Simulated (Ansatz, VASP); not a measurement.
## One calculation of Fe, two programs

The input INCAR:

```
SYSTEM = Fe
PREC = Accurate
ENCUT = 600
EDIFF = 1E-6
ISMEAR = -1
SIGMA = 0.05
LREAL = .FALSE.
LASPH = .TRUE.
NELM = 200
ALGO = Normal
ISIF = 2
LWAVE = .FALSE.
LCHARG = .FALSE.
ISPIN = 2
MAGMOM = 3
LORBIT = 11
LMAXMIX = 4
NBANDS = 14
GGA_COMPAT = .FALSE.
```

KPOINTS

```
Automatic mesh
0
G
  16 16 16
  0 0 0
```

File POSCAR:

```
Fe
1.0
    0.0000000000      1.9545992686      1.9781194830
    1.5083634409      0.0000000000      1.9781194830
    1.5083634409      1.9545992686      0.0000000000
Fe
1
Direct
    0.0000000000      0.0000000000      0.0000000000
```

Input for Ansatz:

```yaml
crystal:
  lattice:
    - [0.0, 1.9545992686, 1.978119483]
    - [1.5083634409, 0.0, 1.978119483]
    - [1.5083634409, 1.9545992686, 0.0]
  atoms:
    - { symbol: Fe, position: [0.0, 0.0, 0.0], spin: 3.0 }
magnetization:
  spin_polarized: true
kpoints:
  mp_grid: { grid: [16, 16, 16] }
scf:
  occupations: { method: fermi_dirac, width: 0.05 }
hamiltonian:
  xc: lda
  pseudopotentials: { kind: all_electron, lapw: { basis_error: 0.0005 } }
output:
  forces: true
  stress: true
  eigenvalues: true
```

Change from the starting cell: volume scaled by 1.02.

Alike in both runs: task single point; functional LDA; k mesh 16 × 16 × 16; occupations fermi-dirac, width 0.05 eV; collinear spin.

|  | VASP | Ansatz |
| --- | --- | --- |
| version | VASP 6.6.1 | Ansatz 0.2.0 |
| potentials or method | VASP PAW LDA potentials, release 64 (Fe), cutoff 600 eV | all-electron LAPW, scalar-relativistic |

```csv
,VASP,Ansatz,Ansatz less VASP
pressure (GPa),-21.7,-20.9,+0.79
"traceless stress, the component that is largest in VASP (GPa)",-5.18,-5.10,+0.080
net moment per atom (μB),2.18,2.22,+0.034
size of the moment on the site where the two differ most (μB),2.16,2.24,+0.087
```

LDA's correlation is that of Perdew and Zunger in VASP and of Perdew and Wang (1992) in Ansatz. Site moments also hang on the region over which each program counts them. Ansatz ran all-electron here, and VASP with PAW potentials.
